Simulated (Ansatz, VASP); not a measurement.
## One calculation of Al8N, two programs

```
Al N
1.0
     2.85432    0.00000    0.00000
    -1.42716    2.47192    0.00000
     0.00000    0.00000   33.47606
Al N
8 1
Cartesian
  0.0000 1.6479 4.0000
  0.0000 0.0000 6.3458
  1.4272 0.8240 8.6916
  0.0000 0.0000 11.0374
  0.0000 1.6479 13.3643
  0.0000 0.0000 15.7222
  1.4272 0.8240 18.0804
  0.0000 0.0000 20.4761
  3.3300 -1.9226 22.1661
```

Alike in both runs: task single point; functional PBE; k mesh 9 × 9 × 1; occupations gaussian, width 0.1 eV; no spin polarisation.

|  | VASP | Ansatz |
| --- | --- | --- |
| version | VASP 6.6.1 | Ansatz 0.2.0 |
| potentials or method | VASP PAW PBE potentials, release 64 (Al, N), cutoff 520 eV | scalar-relativistic, plane waves, PAW |
| valence electrons in the cell | 29 | 29 |

|  | VASP | Ansatz | Ansatz less VASP |
| --- | --- | --- | --- |
| gap on the k mesh at the Fermi level (eV) | none | none | - |
| rms of the force components (eV/Å) | 0.736 | 0.739 | +0.0027 |

Atom by atom the forces differ by 0.003 eV/Å (rms over components). A gap of «none» marks a metal or a gap that the smearing closes. With one functional, cell and mesh, what is left measures potentials, basis and numerics.
